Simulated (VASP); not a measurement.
# GePt (k07) (Pnma) in VASP: single point with LDA

Aim: the single point of GePt (k07) with LDA.

Everything below comes from runs of VASP 6.6.1. Logs are shortened: lines on timing, memory, paths and dates and some standing lists are left out, and cuts for length are marked.

## 1. The cell of the first run

It takes space group Pnma (No. 62, orthorhombic). Conventional cell: a = 5.756 Å, b = 3.730 Å, c = 6.112 Å, α = 90.00°, β = 90.00°, γ = 90.00°. Ge (site symmetry m) has 6 Pt at 2.48 to 2.68 Å and 2 Ge at 3.04 Å within 3.3 Å. Pt (site symmetry m) has 6 Ge at 2.48 to 2.68 Å and 4 Pt at 2.96 to 3.00 Å within 3.3 Å.

## 2. Single point, LDA

File INCAR:

```
SYSTEM = GePt
ALGO = Normal
EDIFF = 1E-7
ENCUT = 520
ISIF = 2
ISMEAR = 0
LASPH = .True.
LCHARG = .True.
LELF = .True.
LREAL = .False.
LVHAR = .True.
LWAVE = .False.
NBANDS = 58
NELM = 100
PREC = Accurate
SIGMA = 0.1
```

File KPOINTS:

```
k-points
0
Gamma
  4 6 4
  0 0 0
```

File POSCAR:

```
GePt
1.0
    5.7560126200      0.0000000000      0.0000000000
    0.0000000000      3.7300318100      0.0000000000
    0.0000000000      0.0000000000      6.1115638700
Ge Pt
4 4
Direct
    0.8139321600      0.7500000000      0.5880128600
    0.1860678400      0.2500000000      0.4119871400
    0.3139321600      0.7500000000      0.9119871400
    0.6860678400      0.2500000000      0.0880128600
    0.0018518400      0.7500000000      0.1927088600
    0.9981481600      0.2500000000      0.8072911400
    0.5018518400      0.7500000000      0.3072911400
    0.4981481600      0.2500000000      0.6927088600
```

Potentials or basis: VASP PAW LDA potentials, release 64 (Ge_d, Pt).

Started as:

```
cat potpaw_LDA.64/Ge_d/POTCAR potpaw_LDA.64/Pt/POTCAR > POTCAR
mpirun -np 1 vasp_std > vasp.out
```

OUTCAR:

```text
SYSTEM = GePt
   EDIFF = 1E-7
   ENCUT = 520
   ISIF = 2
   ISMEAR = 0
   LASPH = .True.
   LREAL = .False.
   NELM = 100
   PREC = Accurate

 ion  position               nearest neighbor table
   1  0.814  0.750  0.588-   7 2.48   6 2.53   6 2.53   5 2.65   8 2.68   8 2.68
   2  0.186  0.250  0.412-   8 2.48   5 2.53   5 2.53   6 2.65   7 2.68   7 2.68
   3  0.314  0.750  0.912-   5 2.48   8 2.53   8 2.53   7 2.65   6 2.68   6 2.68
   4  0.686  0.250  0.088-   6 2.48   7 2.53   7 2.53   8 2.65   5 2.68   5 2.68
   5  0.002  0.750  0.193-   3 2.48   2 2.53   2 2.53   1 2.65   4 2.68   4 2.68   7 2.96   7 2.96
                             6 3.00   6 3.00
   6  0.998  0.250  0.807-   4 2.48   1 2.53   1 2.53   2 2.65   3 2.68   3 2.68   8 2.96   8 2.96
                             5 3.00   5 3.00
   7  0.502  0.750  0.307-   1 2.48   4 2.53   4 2.53   3 2.65   2 2.68   2 2.68   5 2.96   5 2.96
                             8 3.00   8 3.00
   8  0.498  0.250  0.693-   2 2.48   3 2.53   3 2.53   4 2.65   1 2.68   1 2.68   6 2.96   6 2.96
                             7 3.00   7 3.00

  LATTYP: Found a simple orthorhombic cell.
 ALAT       =     3.7300318100
 B/A-ratio  =     1.5431537620
 C/A-ratio  =     1.6384750000

  Lattice vectors:

 A1 = (   0.0000000000,  -3.7300318100,   0.0000000000)
 A2 = (   5.7560126200,   0.0000000000,   0.0000000000)
 A3 = (   0.0000000000,   0.0000000000,   6.1115638700)

Analysis of symmetry for initial positions (statically):
=====================================================================
 Subroutine PRICEL returns:
 Original cell was already a primitive cell.

 Routine SETGRP: Setting up the symmetry group for a
 simple orthorhombic supercell.

 Subroutine GETGRP returns: Found  8 space group operations
 (whereof  2 operations were pure point group operations)
 out of a pool of  8 trial point group operations.

The static configuration has the point symmetry S_2 .
 The point group associated with its full space group is D_2h.

Analysis of symmetry for dynamics (positions and initial velocities):
=====================================================================
 Subroutine PRICEL returns:
 Original cell was already a primitive cell.

 Routine SETGRP: Setting up the symmetry group for a
 simple orthorhombic supercell.

 Subroutine GETGRP returns: Found  8 space group operations
 (whereof  2 operations were pure point group operations)
 out of a pool of  8 trial point group operations.

The dynamic configuration has the point symmetry S_2 .
 The point group associated with its full space group is D_2h.

 Subroutine INISYM returns: Found  8 space group operations
 (whereof  2 operations are pure point group operations),
 and found     1 'primitive' translations

----------------------------------------------------------------------------------------

                                     Primitive cell

  volume of cell :     131.2159

  direct lattice vectors                    reciprocal lattice vectors
     5.756012620  0.000000000  0.000000000     0.173731377  0.000000000  0.000000000
     0.000000000  3.730031810  0.000000000     0.000000000  0.268094228  0.000000000
     0.000000000  0.000000000  6.111563870     0.000000000  0.000000000  0.163624241

  length of vectors
     5.756012620  3.730031810  6.111563870     0.173731377  0.268094228  0.163624241

  position of ions in fractional coordinates (direct lattice)
     0.813932160  0.750000000  0.588012860
     0.186067840  0.250000000  0.411987140
     0.313932160  0.750000000  0.911987140
     0.686067840  0.250000000  0.088012860
     0.001851840  0.750000000  0.192708860
     0.998148160  0.250000000  0.807291140
     0.501851840  0.750000000  0.307291140
     0.498148160  0.250000000  0.692708860

  ion indices of the primitive-cell ions
   primitive index   ion index
                 1           1
                 2           2
                 3           3
                 4           4
                 5           5
                 6           6
                 7           7
                 8           8

----------------------------------------------------------------------------------------

 KPOINTS: k-points

Automatic generation of k-mesh.
 Grid dimensions read from file:
 generate k-points for:    4    6    4

 Generating k-lattice:

  Cartesian coordinates                     Fractional coordinates (reciprocal lattice)
     0.043432844  0.000000000  0.000000000     0.250000000  0.000000000  0.000000000
     0.000000000  0.044682371  0.000000000     0.000000000  0.166666667  0.000000000
     0.000000000  0.000000000  0.040906060     0.000000000  0.000000000  0.250000000

  Length of vectors
     0.043432844  0.044682371  0.040906060

  Shift w.r.t. Gamma in fractional coordinates (k-lattice)
     0.000000000  0.000000000  0.000000000

 Subroutine IBZKPT returns following result:
 ===========================================

 Found     36 irreducible k-points:

 Following reciprocal coordinates:
            Coordinates               Weight
  0.000000  0.000000  0.000000      1.000000
  0.250000  0.000000  0.000000      2.000000
  0.500000  0.000000  0.000000      1.000000
  0.000000  0.166667  0.000000      2.000000
  0.250000  0.166667  0.000000      4.000000
  0.500000  0.166667  0.000000      2.000000
[... 16 lines left out ...]
  0.250000  0.500000  0.250000      4.000000
  0.500000  0.500000  0.250000      2.000000
 [... further k-points ...]
   k-points           NKPTS =     36   k-points in BZ     NKDIM =     36   number of bands    NBANDS=     58
   number of dos      NEDOS =    301   number of ions     NIONS =      8
   total plane-waves  NPLWV =  64512
   dimension x,y,z NGX =    48 NGY =   28 NGZ =   48
   dimension x,y,z NGXF=    96 NGYF=   56 NGZF=   96
   ions per type =               4   4
   NGX,Y,Z   is equivalent  to a cutoff of  13.86, 12.48, 13.06 a.u.
   NGXF,Y,Z  is equivalent  to a cutoff of  27.73, 24.96, 26.11 a.u.
 SYSTEM =  GePt
   PREC   = accura    normal or accurate (medium, high low for compatibility)
   ISTART =      0    job   : 0-new  1-cont  2-samecut
   ICHARG =      2    charge: 1-file 2-atom 10-const
   ISPIN  =      1    spin polarized calculation?
   LNONCOLLINEAR =      F non collinear calculations
   LSORBIT =      F    spin-orbit coupling
   LASPH  =      T    aspherical Exc in radial PAW
   ENCUT  =  520.0 eV  38.22 Ry    6.18 a.u.  10.70  6.94 11.36*2*pi/ulx,y,z
   NELM   =    100;   NELMIN=  2; NELMDL= -5     # of ELM steps
   EDIFF  = 0.1E-06   stopping-criterion for ELM
   LREAL  =      F    real-space projection
   EDIFFG = 0.1E-05   stopping-criterion for IOM
   NSW    =      0    number of steps for IOM
   IBRION =     -1    ionic relax: 0-MD 1-quasi-New 2-CG
   NFREE  =      0    steps in history (QN), initial steepest desc. (CG)
   ISIF   =      2    stress and relaxation
   ISYM   =      2    0-nonsym 1-usesym 2-fastsym
   POTIM  = 0.5000    time-step for ionic-motion
   TEBEG  =    0.0;   TEEND  =   0.0 temperature during run
   PSTRESS=    0.0 pullay stress
   NELECT =      96.0000    total number of electrons
   NUPDOWN=      -1.0000    fix difference up-down
   EMIN   =  10.00;   EMAX   =-10.00  energy-range for DOS
   EFERMI =   0.00;   METHOD = LEGACY
   ISMEAR =     0;   SIGMA  =   0.10  broadening in eV -4-tet -1-fermi 0-gaus
   EFERMI_NEDOS =   21; number of points for ismear=-14 and -15
   IALGO  =     38    algorithm
   IMIX   =      4    mixing-type and parameters
     AMIX     =   0.40;   BMIX     =  1.00
     AMIX_MAG =   1.60;   BMIX_MAG =  1.00
  volume/ion in A,a.u.               =      16.40       110.69
  Fermi-wavevector in a.u.,A,eV,Ry     =   1.475151  2.787630 29.607221  2.176069
  Thomas-Fermi vector in A             =   2.589835
   LORBIT       =      0    0 simple, 1 ext, 2 COOP (PROOUT), +10 PAW based schemes
   GGA     = CA    functional components
   LHFCALC =     F    Hartree Fock is set to
   AEXX    =    0.0000 exact exchange contribution
   IVDW    =     0    specifies the selected vdW correction
   LEPSILON=     F    determine dielectric tensor
   LRPA    =     F    only Hartree local field effects (RPA)
 non-spin polarized calculation
 Gauss-broadening in eV      SIGMA  =   0.10
  energy-cutoff  :      520.00
  volume of cell :      131.22
 maximum number of plane-waves:      3554
 NGX is ok and might be reduce to    48
   NGX = 21   NGY = 13   NGZ = 23

 number of electron      96.0000003 magnetization

 Free energy of the ion-electron system (eV)
  ---------------------------------------------------
  ext. energy  EPLUGINS =         0.00000000
  ---------------------------------------------------
  free energy    TOTEN  =       -54.78376096 eV

  energy without entropy =      -54.76872027  energy(sigma->0) =      -54.77624062

 E-fermi :   9.3052     XC(G=0): -12.6357

 val. band max:        9.2869852752   @ k =   0.5000   0.0000   0.0000
 cond. band min:       9.3244986627   @ k =   0.0000   0.0000   0.5000
 fundamental gap:      0.0375133875
 Fermi energy:         9.3051613292

 k-point     1 :       0.0000    0.0000    0.0000
  band No.  band energies     occupation
      1     -15.9121      2.00000
      2     -15.9045      2.00000
      3     -15.9040      2.00000
      4     -15.9005      2.00000
      5     -15.8901      2.00000
      6     -15.8770      2.00000
[... 50 lines left out ...]
     57      14.4035      0.00000
     58      14.9085      0.00000

 k-point     2 :       0.2500    0.0000    0.0000
  band No.  band energies     occupation
      1     -15.9107      2.00000
      2     -15.9053      2.00000
      3     -15.9026      2.00000
      4     -15.9001      2.00000
      5     -15.8890      2.00000
      6     -15.8794      2.00000
[... 50 lines left out ...]
     57      14.3636      0.00000
     58      14.9021      0.00000

 k-point     3 :       0.5000    0.0000    0.0000
  band No.  band energies     occupation
      1     -15.9077      2.00000
      2     -15.9077      2.00000
      3     -15.9004      2.00000
      4     -15.9004      2.00000
      5     -15.8850      2.00000
      6     -15.8850      2.00000
[... 1216 lines left out ...]
      3     -15.8993      2.00000
      4     -15.8993      2.00000
      5     -15.8837      2.00000
      6     -15.8837      2.00000
[... 50 lines left out ...]
     57      15.2319      0.00000
     58      15.2323      0.00000

 k-point    24 :       0.5000    0.5000    0.2500
  band No.  band energies     occupation
      1     -15.8991      2.00000
      2     -15.8991      2.00000
      3     -15.8991      2.00000
      4     -15.8991      2.00000
      5     -15.8802      2.00000
      6     -15.8802      2.00000
[... 50 lines left out ...]
     57      14.4853      0.00000
     58      14.4853      0.00000

 [... further k-points ...]

------------------------ aborting loop because EDIFF is reached ----------------------------------------

  FORCE on cell =-STRESS in cart. coord.  units (eV):
  Direction    XX          YY          ZZ          XY          YZ          ZX
  --------------------------------------------------------------------------------------
  -------------------------------------------------------------------------------------
  Total       -4.0572442     -4.5004281     -4.1127936      0.0000000      0.0000000      0.0000000
  in kB      -49.5398972    -54.9512760    -50.2181689      0.0000000      0.0000000      0.0000000
  external PRESSURE =     -51.5697807 kB  Pullay stress =       0.0000000 kB

 VOLUME and BASIS-vectors are now :
 -----------------------------------------------------------------------------
  energy-cutoff  :      520.00
  volume of cell :      131.22
      direct lattice vectors                 reciprocal lattice vectors
     5.756012620  0.000000000  0.000000000     0.173731377  0.000000000  0.000000000
     0.000000000  3.730031810  0.000000000     0.000000000  0.268094228  0.000000000
     0.000000000  0.000000000  6.111563870     0.000000000  0.000000000  0.163624241

 POSITION                                       TOTAL-FORCE (eV/Angst)
 -----------------------------------------------------------------------------------
      4.68500      2.79752      3.59368        -0.021562      0.000000      0.023788
      1.07101      0.93251      2.51789         0.021562      0.000000     -0.023788
      1.80700      2.79752      5.57367        -0.021562      0.000000     -0.023788
      3.94902      0.93251      0.53790         0.021562     -0.000000      0.023788
      0.01066      2.79752      1.17775        -0.005052      0.000000     -0.036391
      5.74535      0.93251      4.93381         0.005052      0.000000      0.036391
      2.88867      2.79752      1.87803        -0.005052      0.000000      0.036391
      2.86735      0.93251      4.23353         0.005052      0.000000     -0.036391
 -----------------------------------------------------------------------------------
    total drift:                                0.000000      0.000000     -0.000000

  FREE ENERGIE OF THE ION-ELECTRON SYSTEM (eV)
  ---------------------------------------------------
  free  energy   TOTEN  =       -54.7837609633 eV

  energy  without entropy=      -54.7687202671  energy(sigma->0) =      -54.77624062
```

It took 9 min on 1 thread of AMD EPYC 7R13, shared host; peak memory 0.3 GiB.

What came out:

| Property | Result |
| --- | --- |
| Free energy | -54.7838 eV |
| Pressure | -5.2 GPa |
| Largest force | 0.037 eV/Å |
| Band gap on the k mesh | zero (band 48 reaches 10.03 eV, above the bottom of band 49 at 8.85 eV) |

Forces in eV/Å, atoms in the order of the input:
```
Ge  -0.022  0.000  0.024
Ge   0.022  0.000 -0.024
Ge  -0.022  0.000 -0.024
Ge   0.022  0.000  0.024
Pt  -0.005  0.000 -0.036
Pt   0.005  0.000  0.036
Pt  -0.005  0.000  0.036
Pt   0.005  0.000 -0.036
```

Levels at points of the mesh, in eV from the Fermi level:
```tsv
k point	band 46	band 47	band 48	band 49	band 50	band 51
(0.00, 0.00, 0.00)	-1.47	-1.40	-0.90	0.71	0.86	2.95
(0.50, 0.00, 0.00)	-2.43	-0.02	-0.02	1.30	1.30	2.27
(0.00, 0.50, 0.00)	-2.50	-1.57	-1.57	-0.13	-0.13	2.07
(0.50, 0.50, 0.00)	-1.85	-1.85	-1.85	0.58	0.58	0.58
(0.00, 0.00, 0.50)	-1.78	0.02	0.02	1.05	1.05	1.83
(0.50, 0.00, 0.50)	-1.32	0.73	0.73	1.76	1.76	2.61
(0.00, 0.50, 0.50)	-2.46	-2.12	-2.12	0.53	0.53	1.02
(0.50, 0.50, 0.50)	-2.43	-2.43	-2.43	2.43	2.43	2.43
```

Caveat: spin-orbit coupling is left out, which moves the levels of the heavy elements.
